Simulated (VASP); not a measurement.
A run of VASP 6.6.1:

INCAR

```
SYSTEM = InP
PREC     = Accurate       ! precision mode
ENCUT    = 520            ! plane-wave cutoff, eV
EDIFF    = 1E-6           ! SCF threshold, eV
ISMEAR   = 0              ! smearing method
SIGMA    = 0.028000000000000004 ! smearing width, eV
LREAL    = .FALSE.        ! projectors in reciprocal space
LASPH    = .TRUE.         ! aspherical terms in the spheres
NELM     = 60             ! most SCF steps
ALGO     = Normal         ! electronic algorithm
ISIF     = 2              ! what is computed and relaxed
LWAVE    = .FALSE.        ! write WAVECAR
LCHARG   = .FALSE.        ! write CHGCAR
GGA      = PE             ! functional
NBANDS   = 16             ! bands
```

KPOINTS

```
regular mesh
0
G
  8 8 8
  0 0 0
```

The input POSCAR:

```
InP
1.0
    0.0000000000      2.9305000000      2.9305000000
    2.9305000000      0.0000000000      2.9305000000
    2.9305000000      2.9305000000      0.0000000000
In P
1 1
Direct
    0.0000000000      0.0000000000      0.0000000000
    0.7500000000      0.7500000000      0.7500000000
```

Potentials or basis: VASP PAW PBE potentials, release 64 (In_d, P).

Run with:

```console
$ cat potpaw_PBE.64/In_d/POTCAR potpaw_PBE.64/P/POTCAR > POTCAR
$ mpirun -np 1 vasp_std > vasp.out
```

Hardware: 1 thread of Intel Xeon 6975P-C (shared host).

Q: Estimate the wall time of this run.

A: Wall time 23 s on 1 thread of Intel Xeon 6975P-C (shared host), peak memory 0.18 GiB. Counts: scf iterations 12, k points 29.
